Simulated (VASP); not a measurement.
# Ga3As4Se (P3m1) in VASP: further runs, part 2 of 2

VASP 6.6.1.

## (4) Single point, PBE (24.84 Å³/atom)

This run uses another cell than the first one, of 24.84 Å³/atom.

Contents of INCAR:

```
SYSTEM = Ga3As4Se
PREC = Accurate ; ENCUT = 520
EDIFF = 1E-6 ; ISMEAR = 0
SIGMA = 0.1 ; LREAL = .FALSE.
LASPH = .TRUE. ; NELM = 60
ALGO = Normal ; ISIF = 2
LWAVE = .FALSE. ; LCHARG = .TRUE.
GGA = PE ; LELF = .TRUE.
LVHAR = .TRUE. ; NBANDS = 42
```

Contents of KPOINTS:

```
Automatic mesh
0
G
  12 12 2
  0 0 0
```

Contents of POSCAR:

```
Ga3As4Se
1.0
    4.0120711681      0.0000000000      0.0000000000
   -2.0060355841      3.4745555533      0.0000000000
    0.0000000000      0.0000000000     14.2552457422
Ga As Se
3 4 1
Direct
    0.3333333333      0.6666666667      0.0666110966
    0.6666666667      0.3333333333      0.2994552349
    0.0000000000      0.0000000000      0.5328398151
    0.3333333333      0.6666666667      0.2396021529
    0.6666666667      0.3333333333      0.4733985677
    0.0000000000      0.0000000000      0.7089748433
    0.3333333333      0.6666666667      0.7828947214
    0.0000000000      0.0000000000     -0.0057764316
```

Potentials or basis: VASP PAW PBE potentials, release 64 (Ga_d, As, Se).

Started as:

```bash
> cat potpaw_PBE.64/Ga_d/POTCAR potpaw_PBE.64/As/POTCAR potpaw_PBE.64/Se/POTCAR > POTCAR
> mpirun -np 1 vasp_std > vasp.out
```

OUTCAR:

```text
SYSTEM = Ga3As4Se
   PREC = Accurate
   ENCUT = 520
   EDIFF = 1E-6
   ISMEAR = 0
   LREAL = .FALSE.
   LASPH = .TRUE.
   NELM = 60
   ISIF = 2
   GGA = PE

 ion  position               nearest neighbor table
   1  0.333  0.667  0.067-   4 2.47   8 2.54   8 2.54   8 2.54
   2  0.667  0.333  0.299-   4 2.47   4 2.47   4 2.47   5 2.48
   3  0.000  0.000  0.533-   5 2.47   5 2.47   5 2.47   6 2.51
   4  0.333  0.667  0.240-   1 2.47   2 2.47   2 2.47   2 2.47
   5  0.667  0.333  0.473-   3 2.47   3 2.47   3 2.47   2 2.48
   6  0.000  0.000  0.709-   3 2.51   7 2.54   7 2.54   7 2.54
   7  0.333  0.667  0.783-   6 2.54   6 2.54   6 2.54
   8  0.000  0.000  0.994-   1 2.54   1 2.54   1 2.54

  LATTYP: Found a hexagonal cell.
 ALAT       =     4.0120711681
 C/A-ratio  =     3.5530889520

  Lattice vectors:

 A1 = (   4.0120711681,   0.0000000000,   0.0000000000)
 A2 = (  -2.0060355841,   3.4745555533,   0.0000000000)
 A3 = (   0.0000000000,   0.0000000000,  14.2552457422)

Analysis of symmetry for initial positions (statically):
=====================================================================
 Subroutine PRICEL returns:
 Original cell was already a primitive cell.

 Routine SETGRP: Setting up the symmetry group for a
 hexagonal supercell.

 Subroutine GETGRP returns: Found  6 space group operations
 (whereof  6 operations were pure point group operations)
 out of a pool of 24 trial point group operations.

The static configuration has the point symmetry C_3v.

Analysis of symmetry for dynamics (positions and initial velocities):
=====================================================================
 Subroutine PRICEL returns:
 Original cell was already a primitive cell.

 Routine SETGRP: Setting up the symmetry group for a
 hexagonal supercell.

 Subroutine GETGRP returns: Found  6 space group operations
 (whereof  6 operations were pure point group operations)
 out of a pool of 24 trial point group operations.
[... 132 lines left out ...]
     AMIX     =   0.40;   BMIX     =  1.00
     AMIX_MAG =   1.60;   BMIX_MAG =  1.00
  volume/ion in A,a.u.               =      24.84       167.63
  Fermi-wavevector in a.u.,A,eV,Ry     =   1.127972  2.131558 17.310984  1.272321
  Thomas-Fermi vector in A             =   2.264660
   LORBIT       =      0    0 simple, 1 ext, 2 COOP (PROOUT), +10 PAW based schemes
   GGA     = PE    functional components
   LHFCALC =     F    Hartree Fock is set to
   AEXX    =    0.0000 exact exchange contribution
   IVDW    =     0    specifies the selected vdW correction
   LEPSILON=     F    determine dielectric tensor
   LRPA    =     F    only Hartree local field effects (RPA)
 non-spin polarized calculation
 Gauss-broadening in eV      SIGMA  =   0.10
  energy-cutoff  :      520.00
  volume of cell :      198.72
 maximum number of plane-waves:      5401
 NGX is ok and might be reduce to    30
   NGX = 15   NGY = 15   NGZ = 53

 number of electron      64.9999969 magnetization

 Free energy of the ion-electron system (eV)
  ---------------------------------------------------
  ext. energy  EPLUGINS =         0.00000000
  ---------------------------------------------------
  free energy    TOTEN  =       -32.72725438 eV

  energy without entropy =      -32.71940196  energy(sigma->0) =      -32.72332817

 E-fermi :   4.2501     XC(G=0):  -9.1790

 val. band max:        4.2227623487   @ k =   0.0000   0.0000   0.0000
 cond. band min:       4.3013882498   @ k =   0.1667   0.0833   0.0000
 fundamental gap:      0.0786259011
 Fermi energy:         4.2501286320

 k-point     1 :       0.0000    0.0000    0.0000
  band No.  band energies     occupation
      1     -11.9149      2.00000
      2     -11.8786      2.00000
      3     -11.8786      2.00000
      4     -11.8160      2.00000
      5     -11.8160      2.00000
      6     -11.5730      2.00000
[... 1069 lines left out ...]
     41       7.9826      0.00000
     42       8.2612      0.00000

 [... further k-points ...]
[... 5 lines left out ...]
  --------------------------------------------------------------------------------------
  -------------------------------------------------------------------------------------
  Total        1.0093409      1.0093409      0.9712853     -0.0000000      0.0000000     -0.0000000
  in kB        8.1377783      8.1377783      7.8309564     -0.0000000      0.0000000     -0.0000000
  external PRESSURE =       8.0355044 kB  Pullay stress =       0.0000000 kB

 VOLUME and BASIS-vectors are now :
 -----------------------------------------------------------------------------
  energy-cutoff  :      520.00
  volume of cell :      198.72
      direct lattice vectors                 reciprocal lattice vectors
     4.012071168  0.000000000  0.000000000     0.249247822  0.143903297  0.000000000
    -2.006035584  3.474555553  0.000000000     0.000000000  0.287806594  0.000000000
     0.000000000  0.000000000 14.255245742     0.000000000  0.000000000  0.070149615

 POSITION                                       TOTAL-FORCE (eV/Angst)
 -----------------------------------------------------------------------------------
     -0.00000      2.31637      0.94956        -0.000000      0.000000     -0.000896
      2.00604      1.15819      4.26881        -0.000000      0.000000     -0.000913
      0.00000      0.00000      7.59576         0.000000     -0.000000      0.007133
     -0.00000      2.31637      3.41559         0.000000     -0.000000      0.001167
      2.00604      1.15819      6.74841         0.000000     -0.000000     -0.000246
      0.00000      0.00000     10.10661         0.000000     -0.000000     -0.017877
     -0.00000      2.31637     11.16036         0.000000     -0.000000      0.026859
      0.00000      0.00000     14.17290         0.000000     -0.000000     -0.015227
 -----------------------------------------------------------------------------------
    total drift:                               -0.000005      0.000002      0.000327

  FREE ENERGIE OF THE ION-ELECTRON SYSTEM (eV)
  ---------------------------------------------------
  free  energy   TOTEN  =       -32.7272543751 eV

  energy  without entropy=      -32.7194019576  energy(sigma->0) =      -32.72332817
```

stdout:

```text
POSCAR found type information on POSCAR GaAsSe
 POSCAR found :  3 types and       8 ions
 scaLAPACK will be used
 LDA part: xc-table for (Slater+PW92), standard interpolation
 POSCAR, INCAR and KPOINTS ok, starting setup
 FFT: planning ... GRIDC
 FFT: planning ... GRID_SOFT
 FFT: planning ... GRID
 WAVECAR not read
 entering main loop
```

Run time: 2.6 min. Hardware: 1 thread of Intel Xeon 6975P-C (Granite Rapids), shared host; peak memory 0.47 GiB.

Results:

```
Free energy            : -32.7273 eV
Pressure               : 0.8 GPa
Largest force          : 0.027 eV/Å
Band gap on the k mesh : zero (an odd number of electrons rules out a gap without spin polarisation)
```

Forces on the atoms (eV/Å):
```
Ga   0.000  0.000 -0.001
Ga   0.000  0.000 -0.001
Ga   0.000  0.000  0.007
As   0.000  0.000  0.001
As   0.000  0.000  0.000
As   0.000  0.000 -0.018
As   0.000  0.000  0.027
Se   0.000  0.000 -0.015
```

Caveat: this functional lacks dispersion, which binds the layers, so the pressure and a relaxed spacing across them are unreliable.

## (5) The runs side by side

```tsv
cell	k mesh	smearing	gap on the mesh (eV)	pressure (GPa)	largest force (eV/Å)
a = 4.030, b = 4.030, c = 14.566 Å, angles 90.0, 90.0, 120.0°, 8 atoms, atomic positions A	6 × 6 × 2	gaussian 0.2 eV	none	0.1	0.09
a = 4.035, b = 4.035, c = 14.529 Å, angles 90.0, 90.0, 120.0°, 8 atoms, atomic positions B	5 × 5 × 2	gaussian 0.2 eV	none	0.1	0.05
a = 4.012, b = 4.012, c = 14.255 Å, angles 90.0, 90.0, 120.0°, 8 atoms, atomic positions C	12 × 12 × 2	gaussian 0.1 eV	none	0.8	0.03
```

Alike in all rows: task single point; level PBE; potentials or basis VASP PAW PBE potentials, release 64 (Ga_d, As, Se); no spin polarisation; cutoff (eV) 520.

Caveats: this functional lacks dispersion, which binds the layers, so the pressure and a relaxed spacing across them are unreliable.

Total energies depend on the potentials used, so only differences within one code and one set of settings carry meaning.
